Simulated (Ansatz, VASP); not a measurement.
BaTiO3: VASP beside Ansatz

```
Ba Ti O
1.0
     2.86307    1.65299    2.35630
    -2.86307    1.65299    2.35630
     0.00000   -3.30599    2.35630
Ba Ti O
1 1 3
Direct
  0.01910 0.01910 0.01910
  0.51919 0.51919 0.51919
  0.48839 0.48839 0.97777
  0.48839 0.97777 0.48839
  0.97777 0.48839 0.48839
```

Change from the starting cell: all Ba atoms moved -0.100 Å, as atom 1 towards its neighbour atom 2 (Ti) at 3.434 Å.

Alike in both runs: task single point; functional PBE; k mesh 6 × 6 × 6; occupations gaussian, width 0.05 eV; no spin polarisation.

|  | VASP | Ansatz |
| --- | --- | --- |
| version | VASP 6.6.1 | Ansatz 0.2.0 |
| potentials or method | VASP PAW PBE potentials, release 64 (Ba_sv, Ti_sv, O_h), cutoff 1340 eV | scalar-relativistic, plane waves, PAW |
| valence electrons in the cell | 40 | 40 |

|  | VASP | Ansatz | Ansatz less VASP |
| --- | --- | --- | --- |
| gap on the k mesh at the Fermi level (eV) | 2.60 | 2.63 | +0.033 |
| least direct gap on the mesh (eV) | 3.15 | 3.16 | +0.004 |
| pressure (GPa) | 1.9 | 0.5 | -1.38 |
| traceless stress, the component that is largest in VASP (GPa) | 0.50 | 0.45 | -0.054 |
| rms of the force components (eV/Å) | 0.191 | 0.164 | -0.0266 |

Atom by atom the forces differ by 0.039 eV/Å (rms over components).

Neither program's run includes spin-orbit coupling.
